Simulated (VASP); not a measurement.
# MgCd5Te6 (P3m1) in VASP: relaxation of cell and atoms with PBE

Aim: the relaxation of cell and atoms of MgCd5Te6 with PBE.

All numbers are computed with VASP 6.6.1; they aren't measurements. Logs are shortened: lines on timing, memory, paths and dates and some standing lists are left out, and cuts for length are marked.

## Step 1: The cell of the first run

The structure is trigonal, space group P3m1 (No. 156). The conventional cell has a = 4.664 Å, b = 4.664 Å, c = 22.891 Å, α = 90.00°, β = 90.00°, γ = 120.00°. Mg (site symmetry 3m) has 4 Te at 2.83 Å within 3.7 Å. Within 3.8 Å of Cd (site symmetry 3m) lie 4 Te at 2.86 to 2.87 Å. Within 3.8 Å of Cd (site symmetry 3m) lie 4 Te at 2.86 to 2.87 Å. Within 3.8 Å of Cd (site symmetry 3m) lie 4 Te at 2.86 to 2.87 Å. Cd (site symmetry 3m) has 4 Te at 2.86 to 2.87 Å within 3.8 Å. Cd (site symmetry 3m) has 4 Te at 2.86 to 2.87 Å within 3.8 Å. Te (site symmetry 3m) has 3 Mg at 2.83 Å and 1 Cd at 2.87 Å within 3.7 Å. Te (site symmetry 3m) has 4 Cd at 2.86 to 2.87 Å within 3.8 Å.

## Step 2: Relaxation of cell and atoms, PBE

Input file INCAR:

```
ALGO     = Normal         # electronic algorithm
EDIFF    = 1E-7           # SCF threshold, eV
EDIFFG   = -0.01          # ionic threshold
ENCUT    = 600            # plane-wave cutoff, eV
GGA      = PE             # functional
IBRION   = 2              # ionic algorithm
ISIF     = 3              # what is computed and relaxed
ISMEAR   = 0              # smearing method
KPAR     = 4            
LASPH    = True           # aspherical terms in the spheres
LCHARG   = False          # write CHGCAR
LREAL    = False          # projectors in reciprocal space
LWAVE    = False          # write WAVECAR
NELM     = 80             # most SCF steps
NSW      = 100            # ionic steps
PREC     = Accurate       # precision mode
SIGMA    = 0.02           # smearing width, eV
```

Input file KPOINTS:

```
k-points
0
Gamma
  6 6 2
```

Input file POSCAR:

```
MgCd5Te6
1.0
    4.6644567950      0.0000000000      0.0000000000
   -2.3322283975      4.0395380793      0.0000000000
    0.0000000000      0.0000000000     22.8906652915
Mg Cd Te
1 5 6
Direct
    0.6666666667      0.3333333333      0.1656250726
    0.3333333333      0.6666666667      0.0021453674
    0.3333333333      0.6666666667      0.3317747345
    0.3333333333      0.6666666667      0.6667660814
    0.6666666667      0.3333333333      0.4991901967
    0.6666666667      0.3333333333      0.8343429746
    0.3333333333      0.6666666667      0.1274540847
    0.3333333333      0.6666666667      0.4570520228
    0.3333333333      0.6666666667      0.7921633681
    0.6666666667      0.3333333333      0.2891945095
    0.6666666667      0.3333333333      0.6245644055
    0.6666666667      0.3333333333      0.9597271621
```

Potentials or basis: VASP PAW PBE potentials, release 64 (Mg, Cd, Te).

Command:

```bash
cat potpaw_PBE.64/Mg/POTCAR potpaw_PBE.64/Cd/POTCAR potpaw_PBE.64/Te/POTCAR > POTCAR
mpirun -np 4 vasp_std > vasp.out
```

OUTCAR:

```text
EDIFF = 1E-7
   EDIFFG = -0.01
   ENCUT = 600
   GGA = PE
   IBRION = 2
   ISIF = 3
   ISMEAR = 0
   LASPH = True
   LREAL = False
   NELM = 80
   NSW = 100
   PREC = Accurate

 ion  position               nearest neighbor table
   1  0.667  0.333  0.166-  10 2.83   7 2.83   7 2.83   7 2.83
   2  0.333  0.667  0.002-  12 2.86  12 2.86  12 2.86   7 2.87
   3  0.333  0.667  0.332-  10 2.86  10 2.86  10 2.86   8 2.87
   4  0.333  0.667  0.667-  11 2.86  11 2.86  11 2.86   9 2.87
   5  0.667  0.333  0.499-   8 2.86   8 2.86   8 2.86  11 2.87
   6  0.667  0.333  0.834-   9 2.86   9 2.86   9 2.86  12 2.87
   7  0.333  0.667  0.127-   1 2.83   1 2.83   1 2.83   2 2.87
   8  0.333  0.667  0.457-   5 2.86   5 2.86   5 2.86   3 2.87
   9  0.333  0.667  0.792-   6 2.86   6 2.86   6 2.86   4 2.87
  10  0.667  0.333  0.289-   1 2.83   3 2.86   3 2.86   3 2.86
  11  0.667  0.333  0.625-   4 2.86   4 2.86   4 2.86   5 2.87
  12  0.667  0.333  0.960-   2 2.86   2 2.86   2 2.86   6 2.87

  LATTYP: Found a hexagonal cell.
 ALAT       =     4.6644567950
 C/A-ratio  =     4.9074664634

  Lattice vectors:

 A1 = (   4.6644567950,   0.0000000000,   0.0000000000)
 A2 = (  -2.3322283975,   4.0395380793,   0.0000000000)
 A3 = (   0.0000000000,   0.0000000000,  22.8906652915)

Analysis of symmetry for initial positions (statically):
=====================================================================
 Subroutine PRICEL returns:
 Original cell was already a primitive cell.

 Routine SETGRP: Setting up the symmetry group for a
 hexagonal supercell.

 Subroutine GETGRP returns: Found  6 space group operations
 (whereof  6 operations were pure point group operations)
 out of a pool of 24 trial point group operations.

The static configuration has the point symmetry C_3v.

Analysis of symmetry for dynamics (positions and initial velocities):
=====================================================================
 Subroutine PRICEL returns:
 Original cell was already a primitive cell.

 Routine SETGRP: Setting up the symmetry group for a
 hexagonal supercell.

 Subroutine GETGRP returns: Found  6 space group operations
 (whereof  6 operations were pure point group operations)
 out of a pool of 24 trial point group operations.

The dynamic configuration has the point symmetry C_3v.

 Subroutine INISYM returns: Found  6 space group operations
 (whereof  6 operations are pure point group operations),
 and found     1 'primitive' translations

----------------------------------------------------------------------------------------

                                     Primitive cell

  volume of cell :     431.3117
[... 91 lines left out ...]
   ICHARG =      2    charge: 1-file 2-atom 10-const
   ISPIN  =      1    spin polarized calculation?
   LNONCOLLINEAR =      F non collinear calculations
   LSORBIT =      F    spin-orbit coupling
   LASPH  =      T    aspherical Exc in radial PAW
   ENCUT  =  600.0 eV  44.10 Ry    6.64 a.u.   9.32  9.32 45.72*2*pi/ulx,y,z
   NELM   =     80;   NELMIN=  2; NELMDL= -5     # of ELM steps
   EDIFF  = 0.1E-06   stopping-criterion for ELM
   LREAL  =      F    real-space projection
   EDIFFG = -.1E-01   stopping-criterion for IOM
   NSW    =    100    number of steps for IOM
   IBRION =      2    ionic relax: 0-MD 1-quasi-New 2-CG
   NFREE  =      1    steps in history (QN), initial steepest desc. (CG)
   ISIF   =      3    stress and relaxation
   ISYM   =      2    0-nonsym 1-usesym 2-fastsym
   POTIM  = 0.5000    time-step for ionic-motion
   TEBEG  =    0.0;   TEEND  =   0.0 temperature during run
   PSTRESS=    0.0 pullay stress
   NELECT =      98.0000    total number of electrons
   NUPDOWN=      -1.0000    fix difference up-down
   EMIN   =  10.00;   EMAX   =-10.00  energy-range for DOS
   EFERMI =   0.00;   METHOD = LEGACY
   ISMEAR =     0;   SIGMA  =   0.02  broadening in eV -4-tet -1-fermi 0-gaus
   EFERMI_NEDOS =   21; number of points for ismear=-14 and -15
   IALGO  =     38    algorithm
   IMIX   =      4    mixing-type and parameters
     AMIX     =   0.40;   BMIX     =  1.00
     AMIX_MAG =   1.60;   BMIX_MAG =  1.00
  volume/ion in A,a.u.               =      35.94       242.55
  Fermi-wavevector in a.u.,A,eV,Ry     =   0.998972  1.887783 13.577855  0.997944
  Thomas-Fermi vector in A             =   2.131231
   LORBIT       =      0    0 simple, 1 ext, 2 COOP (PROOUT), +10 PAW based schemes
   GGA     = PE    functional components
   LHFCALC =     F    Hartree Fock is set to
   AEXX    =    0.0000 exact exchange contribution
   IVDW    =     0    specifies the selected vdW correction
   LEPSILON=     F    determine dielectric tensor
   LRPA    =     F    only Hartree local field effects (RPA)
 conjugate gradient relaxation of ions
 non-spin polarized calculation
 Gauss-broadening in eV      SIGMA  =   0.02
  energy-cutoff  :      600.00
  volume of cell :      431.31
 maximum number of plane-waves:     14456
 NGX is ok and might be reduce to    40
   NGX = 19   NGY = 19   NGZ = 91

--------------------------------------- Ionic step        1  -------------------------------------------

 number of electron      97.9999993 magnetization

 Free energy of the ion-electron system (eV)
  ---------------------------------------------------
  ext. energy  EPLUGINS =         0.00000000
  ---------------------------------------------------
  free energy    TOTEN  =       -30.40453998 eV

  energy without entropy =      -30.40453998  energy(sigma->0) =      -30.40453998

------------------------ aborting loop because EDIFF is reached ----------------------------------------

  FORCE on cell =-STRESS in cart. coord.  units (eV):
  Direction    XX          YY          ZZ          XY          YZ          ZX
  --------------------------------------------------------------------------------------
  -------------------------------------------------------------------------------------
  Total        0.2507982      0.2507982      0.2434109      0.0000000      0.0000000      0.0000000
  in kB        0.9316308      0.9316308      0.9041894      0.0000000      0.0000000      0.0000000
  external PRESSURE =       0.9224836 kB  Pullay stress =       0.0000000 kB
[... 263 lines left out ...]
--------------------------------------- Ionic step        7  -------------------------------------------

 number of electron      97.9999993 magnetization

 Free energy of the ion-electron system (eV)
  ---------------------------------------------------
  ext. energy  EPLUGINS =         0.00000000
  ---------------------------------------------------
  free energy    TOTEN  =       -30.40489019 eV

  energy without entropy =      -30.40489019  energy(sigma->0) =      -30.40489019

 E-fermi :   1.9690     XC(G=0):  -8.2057

 val. band max:        1.8408986312   @ k =   0.0000   0.0000   0.0000
 cond. band min:       2.6258846806   @ k =   0.0000   0.0000   0.0000
 fundamental gap:      0.7849860494
 Fermi energy:         1.9689989003

 k-point     1 :       0.0000    0.0000    0.0000
  band No.  band energies     occupation
      1      -8.9589      2.00000
      2      -8.8756      2.00000
      3      -8.8302      2.00000
      4      -8.6957      2.00000
      5      -8.6731      2.00000
      6      -8.4756      2.00000
[... 882 lines left out ...]
  FREE ENERGIE OF THE ION-ELECTRON SYSTEM (eV)
  ---------------------------------------------------
  free  energy   TOTEN  =       -30.4048901910 eV

  energy  without entropy=      -30.4048901910  energy(sigma->0) =      -30.40489019

 reached required accuracy - stopping structural energy minimisation
```

CONTCAR:

```text
MgCd5Te6
   1.00000000000000
     4.6684594743509846    0.0000000000000000    0.0000000000000000
    -2.3342297371754923    4.0430045013010911   -0.0000000000000000
     0.0000000000000000   -0.0000000000000000   22.9103359491196024
  Mg              Cd              Te
     1     5     6
Direct
     0.6666666667000030    0.3333333332999970    0.1656456149044271
     0.3333333332999970    0.6666666667000030    0.0021523332923080
     0.3333333332999970    0.6666666667000030    0.3317779640217241
     0.3333333332999970    0.6666666667000030    0.6667769648358830
     0.6666666667000030    0.3333333332999970    0.4991963272951274
     0.6666666667000030    0.3333333332999970    0.8343498960237218
     0.3333333332999970    0.6666666667000030    0.1274978056306504
     0.3333333332999970    0.6666666667000030    0.4570416798903920
     0.3333333332999970    0.6666666667000030    0.7921525624518760
     0.6666666667000030    0.3333333332999970    0.2891305795734699
     0.6666666667000030    0.3333333332999970    0.6245598674970128
     0.6666666667000030    0.3333333332999970    0.9597183844834041

  0.00000000E+00  0.00000000E+00  0.00000000E+00
  0.00000000E+00  0.00000000E+00  0.00000000E+00
  0.00000000E+00  0.00000000E+00  0.00000000E+00
  0.00000000E+00  0.00000000E+00  0.00000000E+00
  0.00000000E+00  0.00000000E+00  0.00000000E+00
  0.00000000E+00  0.00000000E+00  0.00000000E+00
  0.00000000E+00  0.00000000E+00  0.00000000E+00
  0.00000000E+00  0.00000000E+00  0.00000000E+00
  0.00000000E+00  0.00000000E+00  0.00000000E+00
  0.00000000E+00  0.00000000E+00  0.00000000E+00
  0.00000000E+00  0.00000000E+00  0.00000000E+00
  0.00000000E+00  0.00000000E+00  0.00000000E+00
```

Run time: 18 min. Hardware: 4 MPI ranks of Intel Xeon Platinum 8259CL at 2.50GHz (Skylake/Cascade Lake), shared host; peak memory 0.97 GiB.

Results:

```yaml
Free_energy: -30.4049 eV
Relaxed_volume: 36.04 Å³/atom
Relaxed_cell: a = 4.668 Å, b = 4.668 Å, c = 22.910 Å, α = 90.00°, β = 90.00°, γ = 120.00°
Space_group_after_relaxing_to_0.1_Å: P3m1 (No. 156)
Energy_gained_by_relaxing: 0.0 meV/atom
Ionic_steps: 7
Pressure_after_relaxing: 0.0 GPa
Largest_force_after_relaxing: 0.009 eV/Å
Band_gap_on_the_k_mesh: 0.79 eV
```

Forces in eV/Å, atoms in the order of the input:
```
Mg   0.000  0.000  0.002
Cd   0.000  0.000  0.003
Cd   0.000  0.000 -0.001
Cd   0.000  0.000  0.002
Cd   0.000  0.000  0.001
Cd   0.000  0.000  0.001
Te   0.000  0.000  0.007
Te   0.000  0.000 -0.002
Te   0.000  0.000 -0.001
Te   0.000  0.000 -0.009
Te   0.000  0.000 -0.001
Te   0.000  0.000 -0.001
```

Step by step:
```tsv
step	energy change (eV)	largest force (eV/Å)	pressure (GPa)	volume (Å³)
1	0.0000	0.0207	0.09	431.31
2	-0.0003	0.0120	-0.01	432.60
3	-0.0003	0.0128	0.00	432.48
4	-0.0003	0.0129	0.00	432.46
5	-0.0003	0.0168	0.04	431.88
6	-0.0003	0.0131	0.00	432.44
7	-0.0004	0.0092	0.00	432.42
```

Final structure:
```
Mg Cd Te
1.0
     4.66846    0.00000    0.00000
    -2.33423    4.04300    0.00000
     0.00000    0.00000   22.91034
Mg Cd Te
1 5 6
Direct
  0.66667 0.33333 0.16565
  0.33333 0.66667 0.00215
  0.33333 0.66667 0.33178
  0.33333 0.66667 0.66678
  0.66667 0.33333 0.49920
  0.66667 0.33333 0.83435
  0.33333 0.66667 0.12750
  0.33333 0.66667 0.45704
  0.33333 0.66667 0.79215
  0.66667 0.33333 0.28913
  0.66667 0.33333 0.62456
  0.66667 0.33333 0.95972
```

Caveat: semilocal functionals underestimate gaps, and a narrow one can read as zero; spin-orbit coupling is left out, which moves the levels of the heavy elements.
